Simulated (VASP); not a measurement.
A run of VASP 6.6.1 is set up as follows.

Contents of INCAR:

```
SYSTEM = SiC
PREC     = Accurate       ! precision mode
ENCUT    = 520            ! plane-wave cutoff, eV
EDIFF    = 1E-7           ! SCF threshold, eV
ISMEAR   = -1             ! smearing method
SIGMA    = 0.05           ! smearing width, eV
LREAL    = .False.        ! projectors in reciprocal space
LASPH    = .True.         ! aspherical terms in the spheres
NELM     = 80             ! most SCF steps
ALGO     = Normal         ! electronic algorithm
ISIF     = 2              ! what is computed and relaxed
LWAVE    = .False.        ! write WAVECAR
LCHARG   = .True.         ! write CHGCAR
GGA      = RP             ! functional
IVDW     = 13             ! dispersion correction
LELF     = .True.         ! ELF
LVHAR    = .True.       
NBANDS   = 36             ! bands
```

The input KPOINTS:

```
Automatic mesh
0
Gamma
  10 10 2
  0 0 0
```

Contents of POSCAR:

```
SiC
1.0
    3.0630073754      0.0000000000      0.0000000000
   -1.5315036877      2.6526421990      0.0000000000
    0.0000000000      0.0000000000     15.0306916504
Si C
6 6
Direct
    0.6666666667      0.3333333333      0.4582917767
    0.3333333333      0.6666666667      0.9582917767
    0.6666666667      0.3333333333      0.7918277844
    0.3333333333      0.6666666667      0.2918277844
    0.0000000000      0.0000000000      0.6250195712
    0.0000000000      0.0000000000      0.1250195712
    0.6666666667      0.3333333333      0.3333156000
    0.3333333333      0.6666666667      0.8333156000
    0.6666666667      0.3333333333      0.6668584697
    0.3333333333      0.6666666667      0.1668584697
    0.0000000000      0.0000000000      0.4996867979
    0.0000000000      0.0000000000     -0.0003132021
```

Potentials or basis: VASP PAW PBE potentials, release 64 (Si, C).

Run with:

```bash
$ cat potpaw_PBE.64/Si/POTCAR potpaw_PBE.64/C/POTCAR > POTCAR
$ mpirun -np 1 vasp_std > vasp.out
```

(1) Predict the pressure.

(2) Estimate the largest force.

(3) Estimate the dispersion energy per atom.

(4) What does it give for the band gap on the k mesh?

Answers

(1) -0.6 GPa.

(2) 0.009 eV/Å.

(3) -0.725 eV.

(4) 2.03 eV (least direct gap 3.13 eV).

Caveat: the PAW data sets were made with another functional, which shifts forces and pressure a little.
